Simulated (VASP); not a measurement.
# NiGe (P1) in VASP: single point with PBE

Aim: the single point of NiGe with PBE.

Program: VASP 6.6.1. These are calculated values, not measurements. Logs are shortened: lines on timing, memory, paths and dates and some standing lists are left out, and cuts for length are marked.

## 1. The cell of the first run

The typed cell holds 8 atoms: a = 5.397 Å, b = 3.481 Å, c = 5.846 Å, α = 90.00°, β = 90.00°, γ = 90.00°.

## 2. Single point, PBE (atom 7 moved 0.06 Å)

File INCAR:

```
SYSTEM = NiGe
ALGO = Fast
EDIFF = 1E-6
ENCUT = 520
GGA = PE
ISIF = 2
ISMEAR = 0
LASPH = .True.
LCHARG = .False.
LREAL = .False.
LWAVE = .False.
NBANDS = 58
NELM = 80
PREC = Accurate
SIGMA = 0.15
```

File KPOINTS:

```
k-points
0
Gamma
  6 10 6
  0 0 0
```

File POSCAR:

```
NiGe
1.0
    5.3966575032      0.0000000000      0.0000000000
    0.0000000000      3.4808800879      0.0000000000
    0.0000000000      0.0000000000      5.8460821537
Ni Ge
4 4
Direct
    0.9930956117      0.7493117603      0.1907080667
    0.0045291761      0.2493117603      0.8103427225
    0.5045291761      0.2493117603      0.6907080667
    0.4930956117      0.7493117603      0.3103427225
    0.8091392941      0.7493117603      0.5879574939
    0.1884854937      0.2493117603      0.4130932953
    0.6979863426      0.2548176779      0.0837543374
    0.3091392941      0.7493117603      0.9130932953
```

Potentials or basis: VASP PAW PBE potentials, release 64 (Ni, Ge_d).

Started as:

```bash
> cat potpaw_PBE.64/Ni/POTCAR potpaw_PBE.64/Ge_d/POTCAR > POTCAR
> mpirun -np 1 vasp_std > vasp.out
```

OUTCAR:

```text
SYSTEM = NiGe
   EDIFF = 1E-6
   ENCUT = 520
   GGA = PE
   ISIF = 2
   ISMEAR = 0
   LASPH = .True.
   LREAL = .False.
   NELM = 80
   PREC = Accurate

 ion  position               nearest neighbor table
   1  0.993  0.749  0.191-   8 2.35   6 2.41   6 2.41   7 2.43   7 2.45   5 2.53   4 2.79   4 2.79
                             2 2.82   2 2.82
   2  0.005  0.249  0.810-   7 2.30   5 2.41   5 2.41   8 2.47   8 2.47   6 2.53   3 2.79   3 2.79
                             1 2.82   1 2.82
   3  0.505  0.249  0.691-   6 2.35   8 2.41   8 2.41   5 2.47   5 2.47   7 2.52   2 2.79   2 2.79
                             4 2.82   4 2.82
   4  0.493  0.749  0.310-   5 2.35   7 2.44   7 2.46   6 2.47   6 2.47   8 2.53   1 2.79   1 2.79
                             3 2.82   3 2.82
   5  0.809  0.749  0.588-   4 2.35   2 2.41   2 2.41   3 2.47   3 2.47   1 2.53   6 2.87   6 2.87

   6  0.188  0.249  0.413-   3 2.35   1 2.41   1 2.41   4 2.47   4 2.47   2 2.53   5 2.87   5 2.87

   7  0.698  0.255  0.084-   2 2.30   1 2.43   4 2.44   1 2.45   4 2.46   3 2.52   8 2.89   8 2.91

   8  0.309  0.749  0.913-   1 2.35   3 2.41   3 2.41   2 2.47   2 2.47   4 2.53   7 2.89   7 2.91

  LATTYP: Found a simple orthorhombic cell.
 ALAT       =     3.4808800879
 B/A-ratio  =     1.5503715632
 C/A-ratio  =     1.6794839254

  Lattice vectors:

 A1 = (   0.0000000000,  -3.4808800879,   0.0000000000)
 A2 = (   5.3966575032,   0.0000000000,   0.0000000000)
 A3 = (   0.0000000000,   0.0000000000,   5.8460821537)

Analysis of symmetry for initial positions (statically):
=====================================================================
 Subroutine PRICEL returns:
 Original cell was already a primitive cell.

 Routine SETGRP: Setting up the symmetry group for a
 simple orthorhombic supercell.

 Subroutine GETGRP returns: Found  1 space group operations
 (whereof  1 operations were pure point group operations)
 out of a pool of  8 trial point group operations.

The static configuration has the point symmetry C_1 .

Analysis of symmetry for dynamics (positions and initial velocities):
=====================================================================
 Subroutine PRICEL returns:
 Original cell was already a primitive cell.

 Routine SETGRP: Setting up the symmetry group for a
 simple orthorhombic supercell.

 Subroutine GETGRP returns: Found  1 space group operations
 (whereof  1 operations were pure point group operations)
 out of a pool of  8 trial point group operations.

The dynamic configuration has the point symmetry C_1 .

 Subroutine INISYM returns: Found  1 space group operations
 (whereof  1 operations are pure point group operations),
 and found     1 'primitive' translations

----------------------------------------------------------------------------------------

                                     Primitive cell

  volume of cell :     109.8193

  direct lattice vectors                    reciprocal lattice vectors
     5.396657503  0.000000000  0.000000000     0.185299882  0.000000000  0.000000000
     0.000000000  3.480880088  0.000000000     0.000000000  0.287283668  0.000000000
     0.000000000  0.000000000  5.846082154     0.000000000  0.000000000  0.171054729

  length of vectors
     5.396657503  3.480880088  5.846082154     0.185299882  0.287283668  0.171054729

  position of ions in fractional coordinates (direct lattice)
     0.993095612  0.749311760  0.190708067
     0.004529176  0.249311760  0.810342723
     0.504529176  0.249311760  0.690708067
     0.493095612  0.749311760  0.310342723
     0.809139294  0.749311760  0.587957494
     0.188485494  0.249311760  0.413093295
     0.697986343  0.254817678  0.083754337
     0.309139294  0.749311760  0.913093295

  ion indices of the primitive-cell ions
   primitive index   ion index
                 1           1
                 2           2
                 3           3
                 4           4
                 5           5
                 6           6
                 7           7
                 8           8

----------------------------------------------------------------------------------------

 KPOINTS: k-points

Automatic generation of k-mesh.
 Grid dimensions read from file:
 generate k-points for:    6   10    6

 Generating k-lattice:

  Cartesian coordinates                     Fractional coordinates (reciprocal lattice)
     0.030883314  0.000000000  0.000000000     0.166666667  0.000000000  0.000000000
     0.000000000  0.028728367  0.000000000     0.000000000  0.100000000  0.000000000
     0.000000000  0.000000000  0.028509122     0.000000000  0.000000000  0.166666667

  Length of vectors
     0.030883314  0.028728367  0.028509122

  Shift w.r.t. Gamma in fractional coordinates (k-lattice)
     0.000000000  0.000000000  0.000000000

 Subroutine IBZKPT returns following result:
 ===========================================

 Found    184 irreducible k-points:

 Following reciprocal coordinates:
            Coordinates               Weight
  0.000000  0.000000  0.000000      1.000000
  0.166667  0.000000  0.000000      2.000000
  0.333333  0.000000  0.000000      2.000000
  0.500000  0.000000  0.000000      1.000000
  0.000000  0.100000  0.000000      2.000000
  0.166667  0.100000  0.000000      2.000000
[... 16 lines left out ...]
  0.000000  0.400000  0.000000      2.000000
  0.166667  0.400000  0.000000      2.000000
 [... further k-points ...]
   k-points           NKPTS =    184   k-points in BZ     NKDIM =    184   number of bands    NBANDS=     58
   number of dos      NEDOS =    301   number of ions     NIONS =      8
   total plane-waves  NPLWV =  53760
   dimension x,y,z NGX =    40 NGY =   28 NGZ =   48
   dimension x,y,z NGXF=    80 NGYF=   56 NGZF=   96
   ions per type =               4   4
   NGX,Y,Z   is equivalent  to a cutoff of  12.32, 13.37, 13.65 a.u.
   NGXF,Y,Z  is equivalent  to a cutoff of  24.64, 26.75, 27.30 a.u.
 SYSTEM =  NiGe
   PREC   = accura    normal or accurate (medium, high low for compatibility)
   ISTART =      0    job   : 0-new  1-cont  2-samecut
   ICHARG =      2    charge: 1-file 2-atom 10-const
   ISPIN  =      1    spin polarized calculation?
   LNONCOLLINEAR =      F non collinear calculations
   LSORBIT =      F    spin-orbit coupling
   LASPH  =      T    aspherical Exc in radial PAW
   ENCUT  =  520.0 eV  38.22 Ry    6.18 a.u.  10.03  6.47 10.87*2*pi/ulx,y,z
   NELM   =     80;   NELMIN=  2; NELMDL= -5     # of ELM steps
   EDIFF  = 0.1E-05   stopping-criterion for ELM
   LREAL  =      F    real-space projection
   EDIFFG = 0.1E-04   stopping-criterion for IOM
   NSW    =      0    number of steps for IOM
   IBRION =     -1    ionic relax: 0-MD 1-quasi-New 2-CG
   NFREE  =      0    steps in history (QN), initial steepest desc. (CG)
   ISIF   =      2    stress and relaxation
   ISYM   =      2    0-nonsym 1-usesym 2-fastsym
   POTIM  = 0.5000    time-step for ionic-motion
   TEBEG  =    0.0;   TEEND  =   0.0 temperature during run
   PSTRESS=    0.0 pullay stress
   NELECT =      96.0000    total number of electrons
   NUPDOWN=      -1.0000    fix difference up-down
   EMIN   =  10.00;   EMAX   =-10.00  energy-range for DOS
   EFERMI =   0.00;   METHOD = LEGACY
   ISMEAR =     0;   SIGMA  =   0.15  broadening in eV -4-tet -1-fermi 0-gaus
   EFERMI_NEDOS =   21; number of points for ismear=-14 and -15
   IALGO  =     68    algorithm
   IMIX   =      4    mixing-type and parameters
     AMIX     =   0.40;   BMIX     =  1.00
     AMIX_MAG =   1.60;   BMIX_MAG =  1.00
  volume/ion in A,a.u.               =      13.73        92.64
  Fermi-wavevector in a.u.,A,eV,Ry     =   1.565329  2.958043 33.337741  2.450255
  Thomas-Fermi vector in A             =   2.667821
   LORBIT       =      0    0 simple, 1 ext, 2 COOP (PROOUT), +10 PAW based schemes
   GGA     = PE    functional components
   LHFCALC =     F    Hartree Fock is set to
   AEXX    =    0.0000 exact exchange contribution
   IVDW    =     0    specifies the selected vdW correction
   LEPSILON=     F    determine dielectric tensor
   LRPA    =     F    only Hartree local field effects (RPA)
 non-spin polarized calculation
 RMM-DIIS sequential band-by-band and
 Gauss-broadening in eV      SIGMA  =   0.15
  energy-cutoff  :      520.00
  volume of cell :      109.82
 maximum number of plane-waves:      2986
   NGX = 21   NGY = 13   NGZ = 21

 number of electron      95.9999960 magnetization

 Free energy of the ion-electron system (eV)
  ---------------------------------------------------
  ext. energy  EPLUGINS =         0.00000000
  ---------------------------------------------------
  free energy    TOTEN  =       -42.40454308 eV

  energy without entropy =      -42.37541959  energy(sigma->0) =      -42.38998133

 E-fermi :   8.5825     XC(G=0): -12.3995

 val. band max:        8.5818686237   @ k =  -0.3333  -0.3000   0.1667
 cond. band min:       8.5880196728   @ k =   0.0000   0.2000  -0.3333
 fundamental gap:      0.0061510492
 Fermi energy:         8.5825264416

 k-point     1 :       0.0000    0.0000    0.0000
  band No.  band energies     occupation
      1     -16.0704      2.00000
      2     -16.0545      2.00000
      3     -16.0543      2.00000
      4     -16.0453      2.00000
      5     -16.0327      2.00000
      6     -16.0146      2.00000
[... 50 lines left out ...]
     57      15.1630      0.00000
     58      15.2686      0.00000

 k-point     2 :       0.1667    0.0000    0.0000
  band No.  band energies     occupation
      1     -16.0696      2.00000
      2     -16.0549      2.00000
      3     -16.0537      2.00000
      4     -16.0445      2.00000
      5     -16.0326      2.00000
      6     -16.0170      2.00000
[... 50 lines left out ...]
     57      14.6063      0.00000
     58      14.9241      0.00000

 k-point     3 :       0.3333    0.0000    0.0000
  band No.  band energies     occupation
      1     -16.0680      2.00000
      2     -16.0560      2.00000
      3     -16.0521      2.00000
      4     -16.0425      2.00000
      5     -16.0321      2.00000
      6     -16.0228      2.00000
[... 1216 lines left out ...]
      3     -16.0504      2.00000
      4     -16.0431      2.00000
      5     -16.0323      2.00000
      6     -16.0188      2.00000
[... 50 lines left out ...]
     57      12.4511      0.00000
     58      13.7240      0.00000

 k-point    24 :       0.1667    0.4000    0.0000
  band No.  band energies     occupation
      1     -16.0642      2.00000
      2     -16.0543      2.00000
      3     -16.0497      2.00000
      4     -16.0427      2.00000
      5     -16.0322      2.00000
      6     -16.0194      2.00000
[... 50 lines left out ...]
     57      12.9879      0.00000
     58      14.6927      0.00000

 [... further k-points ...]
[... 5 lines left out ...]
  --------------------------------------------------------------------------------------
  -------------------------------------------------------------------------------------
  Total        0.5872913     -0.0302668      0.2960877      0.0176022      0.0850775     -0.1699528
  in kB        8.5681150     -0.4415691      4.3196860      0.2568028      1.2412131     -2.4794770
  external PRESSURE =       4.1487440 kB  Pullay stress =       0.0000000 kB

 VOLUME and BASIS-vectors are now :
 -----------------------------------------------------------------------------
  energy-cutoff  :      520.00
  volume of cell :      109.82
      direct lattice vectors                 reciprocal lattice vectors
     5.396657503  0.000000000  0.000000000     0.185299882  0.000000000  0.000000000
     0.000000000  3.480880088  0.000000000     0.000000000  0.287283668  0.000000000
     0.000000000  0.000000000  5.846082154     0.000000000  0.000000000  0.171054729

 POSITION                                       TOTAL-FORCE (eV/Angst)
 -----------------------------------------------------------------------------------
      5.35940      2.60826      1.11490         0.094375      0.051936      0.009819
      0.02444      0.86782      4.73733         0.234612      0.003770     -0.194771
      2.72277      0.86782      4.03794         0.007496      0.001203     -0.010637
      2.66107      2.60826      1.81429         0.076115      0.053029     -0.127096
      4.36665      2.60826      3.43725        -0.033214      0.005768     -0.044976
      1.01719      0.86782      2.41498         0.095353      0.005178     -0.000927
      3.76679      0.88699      0.48963        -0.559696     -0.130521      0.332686
      1.66832      2.60826      5.33802         0.084958      0.009638      0.035901
 -----------------------------------------------------------------------------------
    total drift:                               -0.002763      0.000051      0.000286

  FREE ENERGIE OF THE ION-ELECTRON SYSTEM (eV)
  ---------------------------------------------------
  free  energy   TOTEN  =       -42.4045430776 eV

  energy  without entropy=      -42.3754195886  energy(sigma->0) =      -42.38998133
```

Run time: 46 min. Hardware: 1 thread of Oxide Virtual Turin-like, shared host; peak memory 0.83 GiB.

Results:

```yaml
Free_energy: -42.4045 eV
Pressure: 0.4 GPa
Largest_force: 0.664 eV/Å
Band_gap_on_the_k_mesh: zero (bands 48 and 49 overlap by 1.54 eV)
```

Forces in eV/Å, atoms in the order of the input:
```
Ni   0.094  0.052  0.010
Ni   0.235  0.004 -0.195
Ni   0.007  0.001 -0.011
Ni   0.076  0.053 -0.127
Ge  -0.033  0.006 -0.045
Ge   0.095  0.005 -0.001
Ge  -0.560 -0.131  0.333
Ge   0.085  0.010  0.036
```

Stress tensor (GPa, compression positive):
```
 0.86  0.03 -0.25
 0.03 -0.04  0.12
-0.25  0.12  0.43
```

Levels at points of the mesh, in eV from the Fermi level:
```
           k point  band 45  band 46  band 47  band 48  band 49  band 50  band 51  band 52
(0.00, 0.00, 0.00)    -1.60    -1.05    -0.80    -0.78     0.60     0.84     3.92     4.07
(0.50, 0.00, 0.00)    -1.52    -1.51     0.71     0.75     1.48     1.61     3.03     3.05
(0.00, 0.50, 0.00)    -1.54    -1.50    -1.21    -1.17    -0.49    -0.48     1.93     1.95
(0.50, 0.50, 0.00)    -1.32    -1.32    -1.31    -1.30     0.26     0.27     0.32     0.33
(0.00, 0.00, 0.50)    -1.22    -1.19    -0.18    -0.17     1.14     1.17     2.53     2.56
(0.50, 0.00, 0.50)    -0.92    -0.87     0.70     0.74     2.39     2.42     2.47     2.51
(0.00, 0.50, 0.50)    -1.56    -1.53    -1.45    -1.45     0.43     0.45     0.64     0.64
(0.50, 0.50, 0.50)    -1.51    -1.51    -1.48    -1.44     2.38     2.41     2.47     2.48
```

Caveat: the cell differs from its parent crystal (atom 7 moved 0.06 Å). Spin polarisation is off, so any magnetic state and its effect on volume and gap are missing.
